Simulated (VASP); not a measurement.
Wanted: the native input for a VASP 6.6.1 run.

| Property | Result |
| --- | --- |
| Task | single point |
| Functional | r2SCAN |
| Potentials or basis | VASP PAW PBE potentials, release 64 (Ta_pv) |
| Cutoff | 520 eV |
| k mesh | 14 × 14 × 4 |
| Occupations | fermi-dirac, width 0.1 eV |
| Spin | no spin polarisation |
| Dipole correction | no |
| Further INCAR settings | ALGO = Normal; EDIFF = 1e-06; NBANDS = 30 |

The system is Ta.

```
Ta
1.0
     2.85268    0.00000    0.00000
    -1.42634    2.47049    0.00000
     0.00000    0.00000    9.69841
Ta
4
Direct
  0.00000 0.00000 0.00000
  0.00000 0.00000 0.50000
  0.33333 0.66667 0.25000
  0.66667 0.33333 0.75000
```

This isn't the form of Ta at room conditions, which is bcc.

One way to write it, as run:

POSCAR

```
Ta
1.0
    2.8526751628      0.0000000000      0.0000000000
   -1.4263375814      2.4704891597      0.0000000000
    0.0000000000      0.0000000000      9.6984084780
Ta
4
Direct
    0.0000000000      0.0000000000      0.0000000000
    0.0000000000      0.0000000000      0.5000000000
    0.3333333333      0.6666666667      0.2500000000
    0.6666666667      0.3333333333      0.7500000000
```

INCAR.step1

```
ALGO = Normal ; EDIFF = 1E-4
ENCUT = 520 ; GGA = PE
ISMEAR = -1 ; LASPH = True
LCHARG = False ; LREAL = False
LWAVE = True ; NBANDS = 30
NELM = 60 ; PREC = Accurate
SIGMA = 0.1
```

INCAR.step2

```
ALGO = Normal ; EDIFF = 1E-6
ENCUT = 520 ; ISIF = 2
ISMEAR = -1 ; ISTART = 1
LASPH = True ; LCHARG = False
LMIXTAU = True ; LREAL = False
LWAVE = False ; METAGGA = R2SCAN
NBANDS = 30 ; NELM = 60
PREC = Accurate ; SIGMA = 0.1
```

KPOINTS

```
k-points
0
Gamma
  14 14 4
```

Potentials or basis: VASP PAW PBE potentials, release 64 (Ta_pv).

The run is started by

```bash
$ cat potpaw_PBE.64/Ta_pv/POTCAR > POTCAR
$ cp INCAR.step1 INCAR
$ mpirun -np 1 vasp_std > vasp.out
$ cp INCAR.step2 INCAR
$ mpirun -np 1 vasp_std > vasp.out
```

Results of the run:

```
Pressure               : 20.1 GPa
Band gap on the k mesh : zero (bands 22 and 23 overlap by 1.18 eV)
```

Caveat: the cell stands under pressure; the PAW data sets were made with another functional, which shifts forces and pressure a little; spin-orbit coupling is left out, which moves the levels of the heavy elements.

Run time: 3.9 min on 1 thread of Intel(R) Xeon(R) 6975P-C (Granite Rapids), on a shared host, peak memory 0.27 GiB.
